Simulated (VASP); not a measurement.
# Al2Cu (P4/mmm) in VASP: notebook, part 3 of 3

VASP 6.6.1. Earlier steps stand in the parts before.

## 5. Single point, r2SCAN (strain -0.015 along x and y, +0.030 along z)

Contents of POSCAR:

```
Al2Cu
1.0
    4.0267078573      0.0000000000      0.0000000000
    0.0000000000      4.0267078573      0.0000000000
    0.0000000000      0.0000000000      2.9368651557
Al Cu
2 1
Direct
    0.5000000000      0.0000000000      0.5000000000
    0.0000000000      0.5000000000      0.5000000000
    0.0000000000      0.0000000000      0.0000000000
```

Contents of INCAR.step1:

```
SYSTEM = Al2Cu
PREC = Accurate
ENCUT = 520
ISMEAR = 0
SIGMA = 0.15
LREAL = .False.
LASPH = .True.
NELM = 60
NBANDS = 16
GGA = PE
ALGO = Normal
EDIFF = 1E-4
LWAVE = .True.
LCHARG = .False.
```

Contents of INCAR.step2:

```
SYSTEM = Al2Cu
PREC = Accurate
ENCUT = 520
EDIFF = 1E-7
ISMEAR = 0
SIGMA = 0.15
LREAL = .False.
LASPH = .True.
NELM = 60
ALGO = Normal
ISIF = 2
LWAVE = .False.
LCHARG = .True.
METAGGA = R2SCAN
LMIXTAU = .True.
LELF = .True.
LVHAR = .True.
NBANDS = 16
ISTART = 1
```

Contents of KPOINTS:

```
regular mesh
0
Gamma
  12 12 16
  0 0 0
```

Potentials or basis: VASP PAW PBE potentials, release 64 (Al, Cu).

Run with:

```sh
$ cat potpaw_PBE.64/Al/POTCAR potpaw_PBE.64/Cu/POTCAR > POTCAR
$ cp INCAR.step1 INCAR
$ mpirun -np 1 vasp_std > vasp.out
$ cp INCAR.step2 INCAR
$ mpirun -np 1 vasp_std > vasp.out
```

OUTCAR:

```text
SYSTEM = Al2Cu
   PREC = Accurate
   ENCUT = 520
   EDIFF = 1E-7
   ISMEAR = 0
   LREAL = .False.
   LASPH = .True.
   NELM = 60
   ISIF = 2
   METAGGA = R2SCAN
   ISTART = 1

 ion  position               nearest neighbor table
   1  0.500  0.000  0.500-   3 2.49   3 2.49   3 2.49   3 2.49   2 2.85   2 2.85   2 2.85   2 2.85

   2  0.000  0.500  0.500-   3 2.49   3 2.49   3 2.49   3 2.49   1 2.85   1 2.85   1 2.85   1 2.85

   3  0.000  0.000  0.000-   1 2.49   2 2.49   1 2.49   2 2.49   2 2.49   2 2.49   1 2.49   1 2.49

  LATTYP: Found a simple tetragonal cell.
[... 646 lines left out ...]
     15      17.6279      0.00000
     16      18.9189      0.00000

 [... further k-points ...]
[... 5 lines left out ...]
  --------------------------------------------------------------------------------------
  -------------------------------------------------------------------------------------
  Total        0.4958352      0.4958352     -0.8770164      0.0000000      0.0000000      0.0000000
  in kB       16.6825965     16.6825965    -29.5076111      0.0000000      0.0000000      0.0000000
  external PRESSURE =       1.2858606 kB  Pullay stress =       0.0000000 kB

 VOLUME and BASIS-vectors are now :
 -----------------------------------------------------------------------------
  energy-cutoff  :      520.00
  volume of cell :       47.62
      direct lattice vectors                 reciprocal lattice vectors
     4.026707857  0.000000000  0.000000000     0.248341830  0.000000000  0.000000000
     0.000000000  4.026707857  0.000000000     0.000000000  0.248341830  0.000000000
     0.000000000  0.000000000  2.936865156     0.000000000  0.000000000  0.340499120

 POSITION                                       TOTAL-FORCE (eV/Angst)
 -----------------------------------------------------------------------------------
      2.01335      0.00000      1.46843         0.000000      0.000000      0.000000
      0.00000      2.01335      1.46843         0.000000      0.000000      0.000000
      0.00000      0.00000      0.00000         0.000000      0.000000      0.000000
 -----------------------------------------------------------------------------------
    total drift:                               -0.000000     -0.000000     -0.000000

  FREE ENERGIE OF THE ION-ELECTRON SYSTEM (eV)
  ---------------------------------------------------
  free  energy   TOTEN  =       -24.3945032096 eV

  energy  without entropy=      -24.3851062841  energy(sigma->0) =      -24.38980475
```

OUTCAR.step1:

```text
SYSTEM = Al2Cu
   PREC = Accurate
   ENCUT = 520
   ISMEAR = 0
   LREAL = .False.
   LASPH = .True.
[... 684 lines left out ...]
      2.01335      0.00000      1.46843         0.000000      0.000000      0.000000
      0.00000      2.01335      1.46843         0.000000      0.000000      0.000000
      0.00000      0.00000      0.00000         0.000000      0.000000      0.000000
 -----------------------------------------------------------------------------------
    total drift:                               -0.000000     -0.000000     -0.000000

  FREE ENERGIE OF THE ION-ELECTRON SYSTEM (eV)
  ---------------------------------------------------
  free  energy   TOTEN  =       -11.2682812224 eV

  energy  without entropy=      -11.2581681991  energy(sigma->0) =      -11.26322471
```

OSZICAR.step1:

```text
N       E                     dE             d eps       ncg     rms          rms(c)
DAV:   1     0.625881051285E+02    0.62588E+02   -0.69249E+03  8112   0.112E+03
DAV:   2    -0.107804642871E+02   -0.73369E+02   -0.65313E+02  8544   0.202E+02
DAV:   3    -0.133586882322E+02   -0.25782E+01   -0.25236E+01 10928   0.430E+01
DAV:   4    -0.134158609473E+02   -0.57173E-01   -0.57153E-01  9792   0.544E+00
DAV:   5    -0.134188717202E+02   -0.30108E-02   -0.30107E-02 12824   0.141E+00    0.138E+01
DAV:   6    -0.151075338573E+02   -0.16887E+01   -0.34549E+01  9144   0.201E+02    0.113E+01
DAV:   7    -0.113919611781E+02    0.37156E+01   -0.93041E+00 10056   0.817E+01    0.204E+00
DAV:   8    -0.113351507808E+02    0.56810E-01   -0.12615E+00 11992   0.321E+01    0.220E+00
DAV:   9    -0.112674132809E+02    0.67737E-01   -0.24215E-01 10280   0.158E+01    0.207E-01
DAV:  10    -0.112698046327E+02   -0.23914E-02   -0.15134E-02 12688   0.321E+00    0.287E-01
DAV:  11    -0.112685420921E+02    0.12625E-02   -0.79917E-03 10920   0.313E+00    0.113E-01
DAV:  12    -0.112682955575E+02    0.24653E-03   -0.69240E-04 11440   0.782E-01    0.285E-02
DAV:  13    -0.112682812224E+02    0.14335E-04   -0.25578E-05  5104   0.147E-01
   1 F= -.11268281E+02 E0= -.11263225E+02  d E =-.101130E-01
```

Wall time 7.6 min (1 thread of AMD EPYC 9R45 (Zen 5), shared host); peak memory 0.28 GiB.

Results:

```
Free energy            : -24.3945 eV
Pressure               : 0.1 GPa
Band gap on the k mesh : zero (an odd number of electrons rules out a gap without spin polarisation)
```

Levels at points of the mesh, in eV from the Fermi level:
```csv
k point,band 6,band 7,band 8,band 9,band 10,band 11,band 12,band 13
"(0.00, 0.00, 0.00)",-4.21,-2.34,-2.34,0.54,1.25,5.74,7.29,7.29
"(0.50, 0.00, 0.00)",-4.25,-4.20,-0.88,1.92,2.28,2.66,7.27,9.29
"(0.50, 0.50, 0.00)",-4.27,-4.24,-4.24,-2.47,9.12,9.12,9.25,10.51
"(0.00, 0.00, 0.50)",-4.19,-3.22,2.68,2.68,3.01,3.01,3.08,3.25
"(0.50, 0.00, 0.50)",-4.22,-3.23,-2.69,-1.84,3.94,4.39,4.64,5.79
"(0.50, 0.50, 0.50)",-3.84,-2.34,-2.34,-1.21,-0.96,0.10,0.10,2.76
```

Caveat: the cell differs from its parent crystal (strain -0.015 along x and y, +0.030 along z); the PAW data sets were made with another functional, which shifts forces and pressure a little.

## 6. The runs side by side

```csv
cell,gap on the mesh (eV),pressure (GPa)
"a = 4.027, b = 4.027, c = 2.851 Å, 3 atoms",none,3.1
"a = 4.088, b = 4.088, c = 2.809 Å, 3 atoms",none,1.4
"a = 4.027, b = 4.027, c = 2.894 Å, 3 atoms",none,1.6
"a = 4.027, b = 4.027, c = 2.937 Å, 3 atoms",none,0.1
```

Alike in all rows: task single point; level r2SCAN; potentials or basis VASP PAW PBE potentials, release 64 (Al, Cu); no spin polarisation; k mesh 12 × 12 × 16; cutoff (eV) 520; smearing gaussian 0.15 eV.

Caveats: the PAW data sets were made with another functional, which shifts forces and pressure a little; the cell stands under pressure (at least some runs).

Total energies depend on the potentials used, so only differences within one code and one set of settings carry meaning.
